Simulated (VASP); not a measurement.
Input of a VASP 6.6.1 run:

INCAR

```
PREC     = Accurate       # precision mode
ENCUT    = 500            # plane-wave cutoff, eV
EDIFF    = 1E-6           # SCF threshold, eV
ISMEAR   = 0              # smearing method
SIGMA    = 0.02           # smearing width, eV
LREAL    = False          # projectors in reciprocal space
LASPH    = True           # aspherical terms in the spheres
NELM     = 120            # most SCF steps
ALGO     = Normal         # electronic algorithm
ISIF     = 2              # what is computed and relaxed
LWAVE    = False          # write WAVECAR
LCHARG   = True           # write CHGCAR
GGA      = PS             # functional
LELF     = True           # ELF
LVHAR    = True         
NBANDS   = 16             # bands
GGA_COMPAT= False
```

Contents of KPOINTS:

```
regular mesh
0
Gamma
  8 8 8
```

The input POSCAR:

```
GaP
1.0
    0.0000000000      2.7192248652      2.7192248652
    2.7192248652      0.0000000000      2.7192248652
    2.7192248652      2.7192248652      0.0000000000
Ga P
1 1
Direct
    0.0000000000      0.0000000000      0.0000000000
    0.2500000000      0.2500000000      0.2500000000
```

Potentials or basis: VASP PAW PBE potentials, release 64 (Ga_d, P).

Launch:

```sh
$ cat potpaw_PBE.64/Ga_d/POTCAR potpaw_PBE.64/P/POTCAR > POTCAR
$ mpirun -np 1 vasp_std > vasp.out
```

(1) Estimate the band gap on the k mesh.

(2) What does it give for the pressure?

Answers

(1) 1.50 eV (least direct gap 1.80 eV).

(2) -0.1 GPa.

Caveat: the PAW data sets were made with another functional, which shifts forces and pressure a little.
